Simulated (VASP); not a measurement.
## Ge: single point with PBE

The system is Ge.

```
CELL_PARAMETERS angstrom
4.32390 0.00000 0.00000
-2.16195 3.74461 0.00000
0.00000 0.00000 2.54476
ATOMIC_POSITIONS crystal
Ge 0.00000 0.00000 0.00000
Ge 0.33333 0.66667 0.50000
Ge 0.66667 0.33333 0.50000
```

* Program: VASP 6.6.1
* Task: single point
* Functional: PBE
* Potentials or basis: VASP PAW PBE potentials, release 64 (Ge_d)
* Cutoff: 520 eV
* k mesh: 9 × 9 × 12
* Occupations: fermi-dirac, width 0.08 eV
* Spin: no spin polarisation

The pressure is 48.1 GPa and the band gap on the k mesh is zero (band 21 reaches 14.24 eV, above the bottom of band 22 at 6.15 eV).

Levels at points of the mesh, in eV from the Fermi level:
```tsv
k point	band 18	band 19	band 20	band 21	band 22	band 23	band 24	band 25
(0.00, 0.00, 0.00)	-6.25	-4.81	-4.81	-4.70	-4.70	5.63	9.67	12.53
(0.00, 0.00, 0.50)	-1.15	-1.06	-0.97	-0.97	-0.49	-0.16	0.80	0.80
```

Wall time 73 s on 1 thread of AMD EPYC 7R43 64-Core Processor (Zen 3), on a shared host, peak memory 0.16 GiB.
